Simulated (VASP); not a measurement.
Set up this calculation in VASP 6.6.1, as the native input.

| Quantity | Value |
| --- | --- |
| Task | single point |
| Functional | PBE |
| Potentials or basis | VASP PAW PBE potentials, release 64 (Sb, Mn_pv) |
| Cutoff | 520 eV |
| k mesh | 7 × 7 × 2 |
| Occupations | fermi-dirac, width 0.05 eV |
| Spin | collinear spin, ferromagnetic start |
| Starting moments | [0.0, 0.0, 0.0, 0.0, 1.0] μB |
| Fixed moment | 1 μB |
| Dipole correction | no |
| Further INCAR settings | ALGO = Normal; EDIFF = 1e-06; NBANDS = 28 |

The structure of MnSb4 lies in POSCAR:

```
MnSb4
1.0
    3.0805000000      0.0000000000      0.0000000000
    0.0000000000      3.0805000000      0.0000000000
    0.0000000000      0.0000000000     14.9942030000
Sb Mn
4 1
Direct
    0.0000000000      0.0000000000      0.8196820000
    0.0000000000      0.0000000000      0.6005510000
    0.0000000000      0.0000000000      0.3994490000
    0.0000000000      0.0000000000      0.1803180000
    0.0000000000      0.0000000000      0.0000000000
```

These files were run (other wordings do the same):

INCAR

```
ALGO     = Normal         # electronic algorithm
EDIFF    = 1E-6           # SCF threshold, eV
ENCUT    = 520            # plane-wave cutoff, eV
GGA      = PE             # functional
ISIF     = 2              # what is computed and relaxed
ISMEAR   = -1             # smearing method
ISPIN    = 2              # spin polarisation
LASPH    = T              # aspherical terms in the spheres
LCHARG   = T              # write CHGCAR
LELF     = T              # ELF
LMAXMIX  = 4              # l up to which the mixer works
LORBIT   = 11             # projections on sites
LREAL    = F              # projectors in reciprocal space
LVHAR    = T            
LWAVE    = F              # write WAVECAR
MAGMOM   = 0 0 0 0 1      # initial moments
NBANDS   = 28             # bands
NELM     = 150            # most SCF steps
NUPDOWN  = 1.0            # fixed moment
PREC     = Accurate       # precision mode
SIGMA    = 0.05           # smearing width, eV
```

KPOINTS

```
k-points
0
Gamma
  7 7 2
```

Potentials or basis: VASP PAW PBE potentials, release 64 (Sb, Mn_pv).

Launch:

```sh
$ cat potpaw_PBE.64/Sb/POTCAR potpaw_PBE.64/Mn_pv/POTCAR > POTCAR
$ mpirun -np 1 vasp_std > vasp.out
```

It gave:

| Quantity | Value |
| --- | --- |
| Pressure | -2.0 GPa |
| Largest force | 0.460 eV/Å |
| Net moment | 1.00 μB per cell |
| Site moments | Sb -0.16, -0.12 (each value once); Mn +2.18 μB |
| Valence electrons inside the program's atomic spheres | Sb 2.39, 2.37 (each value once); Mn 11.42 |

Caveat: the total moment is fixed, so each spin has its own Fermi level and the state may be an excited one; a cell with one magnetic atom can't hold antiferromagnetic order, which such compounds often take.

It took 2.5 min on 1 thread of Intel(R) Xeon(R) 6975P-C (Granite Rapids), on a shared host, peak memory 0.36 GiB.
